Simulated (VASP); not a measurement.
# Au (P6_3/mmc) in VASP: further runs, part 3 of 3

VASP 6.6.1. The steps go on from the part before.

## Step 5: Electric field gradients, PBEsol (zz strain of +2 %)

INCAR reads:

```
PREC = Accurate ; ENCUT = 400
EDIFF = 1E-8 ; ISMEAR = -1
SIGMA = 0.03 ; LREAL = F
LASPH = T ; NELM = 120
ALGO = Normal ; ISIF = 2
LWAVE = F ; LCHARG = F
GGA = PS ; LEFG = T
NBANDS = 26 ; GGA_COMPAT = F
```

KPOINTS reads:

```
Automatic mesh
0
Gamma
  14 14 8
```

POSCAR reads:

```
Au
1.0
    2.8999984104      0.0000000000      0.0000000000
   -1.4499992052      2.5114722944      0.0000000000
    0.0000000000      0.0000000000      4.9776000000
Au
2
Direct
    0.3333333333      0.6666666667      0.7500000000
    0.6666666667      0.3333333333      0.2500000000
```

Potentials or basis: VASP PAW PBE potentials, release 64 (Au_sv_GW).

Run with:

```
cat potpaw_PBE.64/Au_sv_GW/POTCAR > POTCAR
mpirun -np 1 vasp_std > vasp.out
```

OUTCAR:

```text
PREC = Accurate
   ENCUT = 400
   EDIFF = 1E-8
   ISMEAR = -1
   LREAL = F
   LASPH = T
   NELM = 120
   ISIF = 2
   GGA = PS

 ion  position               nearest neighbor table
   1  0.333  0.667  0.750-   2 3.00   2 3.00   2 3.00   2 3.00   2 3.00   2 3.00
   2  0.667  0.333  0.250-   1 3.00   1 3.00   1 3.00   1 3.00   1 3.00   1 3.00

  LATTYP: Found a hexagonal cell.
 ALAT       =     2.8999984104
 C/A-ratio  =     1.7164147339

  Lattice vectors:

 A1 = (   2.8999984104,   0.0000000000,   0.0000000000)
 A2 = (  -1.4499992052,   2.5114722944,   0.0000000000)
 A3 = (   0.0000000000,   0.0000000000,   4.9776000000)

Analysis of symmetry for initial positions (statically):
=====================================================================
 Subroutine PRICEL returns:
 Original cell was already a primitive cell.

 Routine SETGRP: Setting up the symmetry group for a
 hexagonal supercell.

 Subroutine GETGRP returns: Found 24 space group operations
 (whereof 12 operations were pure point group operations)
 out of a pool of 24 trial point group operations.

The static configuration has the point symmetry D_3d.
 The point group associated with its full space group is D_6h.

Analysis of symmetry for dynamics (positions and initial velocities):
=====================================================================
 Subroutine PRICEL returns:
 Original cell was already a primitive cell.

 Routine SETGRP: Setting up the symmetry group for a
 hexagonal supercell.

 Subroutine GETGRP returns: Found 24 space group operations
 (whereof 12 operations were pure point group operations)
 out of a pool of 24 trial point group operations.

The dynamic configuration has the point symmetry D_3d.
 The point group associated with its full space group is D_6h.

 Subroutine INISYM returns: Found 24 space group operations
 (whereof 12 operations are pure point group operations),
 and found     1 'primitive' translations

----------------------------------------------------------------------------------------

                                     Primitive cell

  volume of cell :      36.2532

  direct lattice vectors                    reciprocal lattice vectors
     2.899998410  0.000000000  0.000000000     0.344827775  0.199086409  0.000000000
    -1.449999205  2.511472294  0.000000000     0.000000000  0.398172818  0.000000000
     0.000000000  0.000000000  4.977600000     0.000000000  0.000000000  0.200900032

  length of vectors
     2.899998410  2.899998410  4.977600000     0.398172818  0.398172818  0.200900032

  position of ions in fractional coordinates (direct lattice)
     0.333333333  0.666666667  0.750000000
     0.666666667  0.333333333  0.250000000

  ion indices of the primitive-cell ions
   primitive index   ion index
                 1           1
                 2           2

----------------------------------------------------------------------------------------
[... 74 lines left out ...]
   IBRION =     -1    ionic relax: 0-MD 1-quasi-New 2-CG
   NFREE  =      0    steps in history (QN), initial steepest desc. (CG)
   ISIF   =      2    stress and relaxation
   ISYM   =      2    0-nonsym 1-usesym 2-fastsym
   POTIM  = 0.5000    time-step for ionic-motion
   TEBEG  =    0.0;   TEEND  =   0.0 temperature during run
   PSTRESS=    0.0 pullay stress
   NELECT =      38.0000    total number of electrons
   NUPDOWN=      -1.0000    fix difference up-down
   EMIN   =  10.00;   EMAX   =-10.00  energy-range for DOS
   EFERMI =   0.00;   METHOD = LEGACY
   ISMEAR =    -1;   SIGMA  =   0.03  broadening in eV -4-tet -1-fermi 0-gaus
   EFERMI_NEDOS =   21; number of points for ismear=-14 and -15
   IALGO  =     38    algorithm
   IMIX   =      4    mixing-type and parameters
     AMIX     =   0.40;   BMIX     =  1.00
     AMIX_MAG =   1.60;   BMIX_MAG =  1.00
  volume/ion in A,a.u.               =      18.13       122.32
  Fermi-wavevector in a.u.,A,eV,Ry     =   1.662981  3.142579 37.626996  2.765506
  Thomas-Fermi vector in A             =   2.749777
   LORBIT       =      0    0 simple, 1 ext, 2 COOP (PROOUT), +10 PAW based schemes
   GGA     = PS    functional components
   LHFCALC =     F    Hartree Fock is set to
   AEXX    =    0.0000 exact exchange contribution
   IVDW    =     0    specifies the selected vdW correction
   LEPSILON=     F    determine dielectric tensor
   LRPA    =     F    only Hartree local field effects (RPA)
 non-spin polarized calculation
  energy-cutoff  :      400.00
  volume of cell :       36.25
 maximum number of plane-waves:       677
 NGX is ok and might be reduce to    20
   NGX =  9   NGY =  9   NGZ = 17

 number of electron      37.9999987 magnetization

 Free energy of the ion-electron system (eV)
  ---------------------------------------------------
  ext. energy  EPLUGINS =         0.00000000
  ---------------------------------------------------
  free energy    TOTEN  =        -6.52635989 eV

  energy without entropy =       -6.52338413  energy(sigma->0) =       -6.52487201

 E-fermi :   7.6827     XC(G=0): -13.1046

 val. band max:        7.6111146246   @ k =   0.3571   0.1429   0.1250
 cond. band min:       7.6996962814   @ k =   0.4286   0.0714   0.2500
 fundamental gap:      0.0885816568
 Fermi energy:         7.6826981521

 k-point     1 :       0.0000    0.0000    0.0000
  band No.  band energies     occupation
      1     -97.8169      2.00000
      2     -97.8099      2.00000
      3     -49.1484      2.00000
      4     -49.0405      2.00000
      5     -49.0405      2.00000
      6     -49.0218      2.00000
[... 685 lines left out ...]
     25      18.3235      0.00000
     26      18.5234      0.00000

 [... further k-points ...]

------------------------ aborting loop because EDIFF is reached ----------------------------------------

  FORCE on cell =-STRESS in cart. coord.  units (eV):
  Direction    XX          YY          ZZ          XY          YZ          ZX
  --------------------------------------------------------------------------------------
  -------------------------------------------------------------------------------------
  Total       -2.7837822     -2.7837822     -2.8479759      0.0000000      0.0000000      0.0000000
  in kB     -123.0267892   -123.0267892   -125.8637751      0.0000000      0.0000000      0.0000000
  external PRESSURE =    -123.9724512 kB  Pullay stress =       0.0000000 kB

 VOLUME and BASIS-vectors are now :
 -----------------------------------------------------------------------------
  energy-cutoff  :      400.00
  volume of cell :       36.25
      direct lattice vectors                 reciprocal lattice vectors
     2.899998410  0.000000000  0.000000000     0.344827775  0.199086409  0.000000000
    -1.449999205  2.511472294  0.000000000     0.000000000  0.398172818  0.000000000
     0.000000000  0.000000000  4.977600000     0.000000000  0.000000000  0.200900032

 POSITION                                       TOTAL-FORCE (eV/Angst)
 -----------------------------------------------------------------------------------
     -0.00000      1.67431      3.73320         0.000000     -0.000000      0.000000
      1.45000      0.83716      1.24440        -0.000000      0.000000      0.000000
 -----------------------------------------------------------------------------------
    total drift:                               -0.000000      0.000000     -0.000000

  FREE ENERGIE OF THE ION-ELECTRON SYSTEM (eV)
  ---------------------------------------------------
  free  energy   TOTEN  =        -6.5263598929 eV

  energy  without entropy=       -6.5233841294  energy(sigma->0) =       -6.52487201

 Electric field gradients (V/A^2)
---------------------------------------------------------------------
 ion       V_xx      V_yy      V_zz      V_xy      V_xz      V_yz
---------------------------------------------------------------------
   1      -7.883    -7.881    15.764     0.002     0.000    -0.000
   2      -7.883    -7.881    15.764     0.002    -0.000     0.000
---------------------------------------------------------------------

 Electric field gradients after diagonalization (V/A^2)
 (convention: |V_zz| > |V_xx| > |V_yy|)
----------------------------------------------------------------------
 ion       V_xx      V_yy      V_zz     asymmetry (V_yy - V_xx)/ V_zz
----------------------------------------------------------------------
   1      -7.885    -7.879    15.764       0.000
   2      -7.885    -7.879    15.764       0.000
----------------------------------------------------------------------

           NMR quadrupolar parameters

 Cq : quadrupolar parameter    Cq=e*Q*V_zz/h
 eta: asymmetry parameters     (V_yy - V_xx)/ V_zz
 Q  : nuclear electric quadrupole moment in mb (millibarn)
----------------------------------------------------------------------
 ion       Cq(MHz)       eta       Q (mb)
----------------------------------------------------------------------
   1       0.038       0.000       1.000
   2       0.038       0.000       1.000
----------------------------------------------------------------------
```

stdout:

```text
POSCAR found type information on POSCAR Au
 POSCAR found :  1 types and       2 ions
 scaLAPACK will be used
 -----------------------------------------------------------------------------
|                                                                             |
|                                                                             |
|     You enforced a specific xc type in the INCAR file but a different       |
|     I HOPE YOU KNOW WHAT YOU ARE DOING!                                     |
|                                                                             |
 -----------------------------------------------------------------------------

 LDA part: xc-table for (Slater+PW92), standard interpolation
 POSCAR, INCAR and KPOINTS ok, starting setup
 FFT: planning ... GRIDC
 FFT: planning ... GRID_SOFT
 FFT: planning ... GRID
 WAVECAR not read
 entering main loop
ion   1

ion   2
```

Wall time 78 s (1 thread of Intel Xeon 6975P-C (Granite Rapids), shared host); peak memory 0.18 GiB.

What came out:

```yaml
Free_energy: -6.5264 eV
Pressure: -12.4 GPa
Band_gap_on_the_k_mesh: zero (bands 19 and 20 overlap by 6.27 eV)
Largest_electric_field_gradient_by_atom: Au +15.8 V/Å²
```

Electric field gradients, principal values (V/Å²):
```
atom   least  middle  greatest (by size)
1 Au  -7.879  -7.885              15.764
2 Au  -7.879  -7.885              15.764
```

Caveat: the cell differs from its parent crystal (zz strain of +2 %); the cell stands under tension; without QUAD_EFG the Cq values of the log hold for a quadrupole moment of 1 mb, not for the nuclei; the PAW data sets were made with another functional, which shifts forces and pressure a little; spin-orbit coupling is left out, which moves the levels of the heavy elements.

## Step 6: Electric field gradients, PBEsol (17.06 Å³/atom)

This run uses another cell than the first one, of 17.06 Å³/atom.

INCAR reads:

```
ALGO = Normal
EDIFF = 1E-8
ENCUT = 400
GGA = PS
GGA_COMPAT = False
ISIF = 2
ISMEAR = -1
LASPH = True
LCHARG = False
LEFG = True
LREAL = False
LWAVE = False
NBANDS = 26
NELM = 120
PREC = Accurate
SIGMA = 0.03
```

KPOINTS reads:

```
k-points
0
Gamma
  14 14 8
```

POSCAR reads:

```
Au
1.0
    2.8608044381      0.0000000000      0.0000000000
   -1.4304022190      2.4775293187      0.0000000000
    0.0000000000      0.0000000000      4.8140459691
Au
2
Direct
    0.3333333333      0.6666666667      0.7500000000
    0.6666666667      0.3333333333      0.2500000000
```

Potentials or basis: VASP PAW PBE potentials, release 64 (Au_sv_GW).

Run with:

```
cat potpaw_PBE.64/Au_sv_GW/POTCAR > POTCAR
mpirun -np 1 vasp_std > vasp.out
```

OUTCAR:

```text
EDIFF = 1E-8
   ENCUT = 400
   GGA = PS
   ISIF = 2
   ISMEAR = -1
   LASPH = True
   LREAL = False
   NELM = 120
   PREC = Accurate

 ion  position               nearest neighbor table
   1  0.333  0.667  0.750-   2 2.92   2 2.92   2 2.92   2 2.92   2 2.92   2 2.92
   2  0.667  0.333  0.250-   1 2.92   1 2.92   1 2.92   1 2.92   1 2.92   1 2.92

  LATTYP: Found a hexagonal cell.
 ALAT       =     2.8608044381
 C/A-ratio  =     1.6827595431

  Lattice vectors:

 A1 = (   2.8608044381,   0.0000000000,   0.0000000000)
[... 911 lines left out ...]
  ---------------------------------------------------
  free  energy   TOTEN  =        -6.5894628844 eV

  energy  without entropy=       -6.5857901315  energy(sigma->0) =       -6.58762651

 Electric field gradients (V/A^2)
---------------------------------------------------------------------
 ion       V_xx      V_yy      V_zz      V_xy      V_xz      V_yz
---------------------------------------------------------------------
   1     -10.534   -10.530    21.063     0.004     0.000    -0.000
   2     -10.534   -10.530    21.063     0.004    -0.000     0.000
---------------------------------------------------------------------

 Electric field gradients after diagonalization (V/A^2)
 (convention: |V_zz| > |V_xx| > |V_yy|)
----------------------------------------------------------------------
 ion       V_xx      V_yy      V_zz     asymmetry (V_yy - V_xx)/ V_zz
----------------------------------------------------------------------
   1     -10.536   -10.528    21.063       0.000
   2     -10.536   -10.528    21.063       0.000
----------------------------------------------------------------------

           NMR quadrupolar parameters

 Cq : quadrupolar parameter    Cq=e*Q*V_zz/h
 eta: asymmetry parameters     (V_yy - V_xx)/ V_zz
 Q  : nuclear electric quadrupole moment in mb (millibarn)
----------------------------------------------------------------------
 ion       Cq(MHz)       eta       Q (mb)
----------------------------------------------------------------------
   1       0.051       0.000       1.000
   2       0.051       0.000       1.000
----------------------------------------------------------------------
```

OSZICAR:

```text
N       E                     dE             d eps       ncg     rms          rms(c)
DAV:   1     0.661770937876E+03    0.66177E+03   -0.21939E+04  9686   0.212E+03
DAV:   2     0.705907509507E+02   -0.59118E+03   -0.56005E+03  8338   0.883E+02
DAV:   3    -0.448961919317E+01   -0.75080E+02   -0.72590E+02  9628   0.358E+02
DAV:   4    -0.884248010384E+01   -0.43529E+01   -0.43315E+01 10246   0.865E+01
DAV:   5    -0.900261638825E+01   -0.16014E+00   -0.16008E+00 10006   0.165E+01    0.169E+01
DAV:   6    -0.671891312792E+01    0.22837E+01   -0.47588E+00 10998   0.416E+01    0.144E+01
DAV:   7    -0.660838138409E+01    0.11053E+00   -0.28207E-01 10604   0.646E+00    0.859E+00
DAV:   8    -0.658963087099E+01    0.18751E-01   -0.35981E-02  9660   0.498E+00    0.116E+00
DAV:   9    -0.658941360948E+01    0.21726E-03   -0.18124E-03 11198   0.104E+00    0.152E-01
DAV:  10    -0.658946195689E+01   -0.48347E-04   -0.57549E-05 10910   0.172E-01    0.117E-02
DAV:  11    -0.658946306955E+01   -0.11127E-05   -0.13303E-06  9726   0.187E-02    0.290E-03
DAV:  12    -0.658946295898E+01    0.11057E-06   -0.88758E-08  9326   0.749E-03    0.165E-04
DAV:  13    -0.658946288158E+01    0.77402E-07   -0.28728E-09  4826   0.114E-03    0.166E-04
DAV:  14    -0.658946288435E+01   -0.27758E-08   -0.10286E-09  4746   0.646E-04
   1 F= -.65894629E+01 E0= -.65876265E+01  d E =-.367275E-02
```

It took 44 s on 1 thread of AMD EPYC 9R45 (Zen 5), shared host; peak memory 0.15 GiB.

What came out:

| Property | Result |
| --- | --- |
| Free energy | -6.5895 eV |
| Pressure | -4.3 GPa |
| Band gap on the k mesh | zero (bands 19 and 20 overlap by 6.56 eV) |
| Largest electric field gradient by atom | Au +21.1 V/Å² |

Stress tensor (GPa, compression positive):
```
-4.03  0.00  0.00
 0.00 -4.03  0.00
 0.00  0.00 -4.96
```

Electric field gradients, principal values (V/Å²):
| atom | least | middle | greatest (by size) |
| --- | --- | --- | --- |
| 1 Au | -10.528 | -10.536 | 21.063 |
| 2 Au | -10.528 | -10.536 | 21.063 |

Caveat: the cell stands under tension; without QUAD_EFG the Cq values of the log hold for a quadrupole moment of 1 mb, not for the nuclei; the PAW data sets were made with another functional, which shifts forces and pressure a little; spin-orbit coupling is left out, which moves the levels of the heavy elements.

## Step 7: Overview

```tsv
cell	gap on the mesh (eV)	pressure (GPa)
a = 2.900, b = 2.900, c = 4.929 Å, angles 90.0, 90.0, 120.0°, 2 atoms	none	-11.4
a = 2.919, b = 2.919, c = 4.912 Å, angles 90.0, 90.0, 120.0°, 2 atoms	none	-12.6
a = 2.813, b = 2.813, c = 4.880 Å, angles 90.0, 90.0, 120.0°, 2 atoms	none	-0.4
a = 2.900, b = 2.900, c = 4.978 Å, angles 90.0, 90.0, 120.0°, 2 atoms	none	-12.4
a = 2.861, b = 2.861, c = 4.814 Å, angles 90.0, 90.0, 120.0°, 2 atoms	none	-4.3
```

Alike in all rows: task electric field gradients; level PBEsol; potentials or basis VASP PAW PBE potentials, release 64 (Au_sv_GW); no spin polarisation; k mesh 14 × 14 × 8; cutoff (eV) 400; smearing fermi-dirac 0.03 eV.

Caveats: the PAW data sets were made with another functional, which shifts forces and pressure a little; spin-orbit coupling is left out, which moves the levels of the heavy elements; the cell stands under tension (at least some runs).

Total energies depend on the potentials used, so only differences within one code and one set of settings carry meaning.

The gap in the log of VASP goes by the Fermi energy; the results here count the filled bands.